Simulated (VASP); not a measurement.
Wanted: the native input for a VASP 6.6.1 run.

```
Task                               : single point
Functional                         : HSE06
Potentials or basis                : VASP PAW PBE potentials, release 64 (Ca_sv, O)
Cutoff                             : 520 eV
k mesh                             : 6 × 6 × 6
Occupations                        : gaussian, width 0.01 eV
Spin                               : no spin polarisation
Dipole correction                  : no
Grid for exact exchange (PRECFOCK) : Normal
Further INCAR settings             : ALGO = Normal; EDIFF = 1e-07; NBANDS = 15
Screening parameter                : 0.2079 1/Å
```

CaO:

```
Ca O
1.0
     0.00000    2.39755    2.39755
     2.39755    0.00000    2.39755
     2.39755    2.39755    0.00000
Ca O
1 1
Direct
  0.00000 0.00000 0.00000
  0.50000 0.50000 0.50000
```

These files were run (other wordings do the same):

POSCAR

```
CaO
1.0
    0.0000000000      2.3975523198      2.3975523198
    2.3975523198      0.0000000000      2.3975523198
    2.3975523198      2.3975523198      0.0000000000
Ca O
1 1
Direct
    0.0000000000      0.0000000000      0.0000000000
    0.5000000000      0.5000000000      0.5000000000
```

INCAR.step1

```
SYSTEM = CaO
  PREC = Accurate
  ENCUT = 520
  EDIFF = 1E-5
  ISMEAR = 0
  SIGMA = 0.01
  LREAL = .FALSE.
  LASPH = .TRUE.
  NELM = 80
  ALGO = Normal
  ISIF = 2
  LWAVE = .TRUE.
  LCHARG = .FALSE.
  NBANDS = 15
  GGA = PE
```

INCAR.step2

```
SYSTEM = CaO
  PREC = Accurate
  ENCUT = 520
  EDIFF = 1E-7
  ISMEAR = 0
  SIGMA = 0.01
  LREAL = .FALSE.
  LASPH = .TRUE.
  NELM = 80
  ALGO = Normal
  ISIF = 2
  LWAVE = .FALSE.
  LCHARG = .FALSE.
  GGA = PE
  LHFCALC = .TRUE.
  HFSCREEN = 0.2079
  PRECFOCK = Normal
  NBANDS = 15
  ISTART = 1
```

KPOINTS

```
Automatic mesh
0
G
  6 6 6
  0 0 0
```

Potentials or basis: VASP PAW PBE potentials, release 64 (Ca_sv, O).

Command:

```console
$ cat potpaw_PBE.64/Ca_sv/POTCAR potpaw_PBE.64/O/POTCAR > POTCAR
$ cp INCAR.step1 INCAR
$ mpirun -np 1 vasp_std > vasp.out
$ cp INCAR.step2 INCAR
$ mpirun -np 1 vasp_std > vasp.out
```

Results of the run:

The pressure is 1.0 GPa. The band gap on the k mesh is 5.29 eV, indirect (least direct gap 5.72 eV).

Caveat: the PAW data sets were made with another functional, which shifts forces and pressure a little.

It took 13 min on 1 thread of Intel(R) Xeon(R) 6975P-C (Granite Rapids) (shared host), peak memory 0.26 GiB.
